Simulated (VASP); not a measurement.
A run of VASP 6.6.1:

File INCAR:

```
ALGO = Normal
EDIFF = 1E-6
ENCUT = 500
GGA = PE
GGA_COMPAT = False
ISIF = 2
ISMEAR = 0
ISYM = 0
LASPH = True
LCHARG = True
LELF = True
LREAL = False
LVHAR = True
LWAVE = False
NBANDS = 12
NELM = 120
PREC = Accurate
SIGMA = 0.1
```

Contents of KPOINTS:

```
k-points
0
Gamma
  14 14 16
```

The input POSCAR:

```
V
1.0
    2.5954952606      0.0000000000      0.0000000000
   -0.8651650869      2.4470563990      0.0000000000
    0.8651650869      1.2235281995      2.1192130061
V
1
Direct
    0.0000000000      0.0000000000      0.0000000000
```

Potentials or basis: VASP PAW PBE potentials, release 64 (V_sv).

Command:

```sh
$ cat potpaw_PBE.64/V_sv/POTCAR > POTCAR
$ mpirun -np 1 vasp_std > vasp.out
```

Hardware: 1 thread of Intel Xeon 8259CL, on a shared host.

Problem. Estimate the wall time of this run.

Solution. Run time: 4.6 min on 1 thread of Intel Xeon 8259CL (shared host), peak memory 0.34 GiB. Counts: scf iterations 11, k points 1572.
